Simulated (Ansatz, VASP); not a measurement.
## CoMo: VASP beside Ansatz

```
Co Mo
1.0
     2.69493    0.00000    0.00000
    -1.34746    2.33388    0.00000
     0.00000    0.00000    4.18362
Co Mo
1 1
Direct
  0.66667 0.33333 0.50000
  0.33333 0.66667 0.00000
```

Alike in both runs: task single point; functional LDA; k mesh 14 × 14 × 8; occupations fermi-dirac, width 0.05 eV; no spin polarisation.

|  | VASP | Ansatz |
| --- | --- | --- |
| version | VASP 6.6.1 | Ansatz 0.2.0 |
| potentials or method | VASP PAW LDA potentials, release 64 (Co_sv, Mo_sv) | PAW with Ansatz's default frozen-core files, scalar-relativistic |
| plane-wave cutoff (eV) | 690 | 420 |
| valence electrons in the cell | 31 | 31 |

|  | VASP | Ansatz | Ansatz less VASP |
| --- | --- | --- | --- |
| pressure (GPa) | -12.8 | -13.5 | -0.63 |
| traceless stress, the component that is largest in VASP (GPa) | -0.29 | -0.09 | +0.200 |

LDA's correlation is that of Perdew and Zunger in VASP and of Perdew and Wang (1992) in Ansatz.
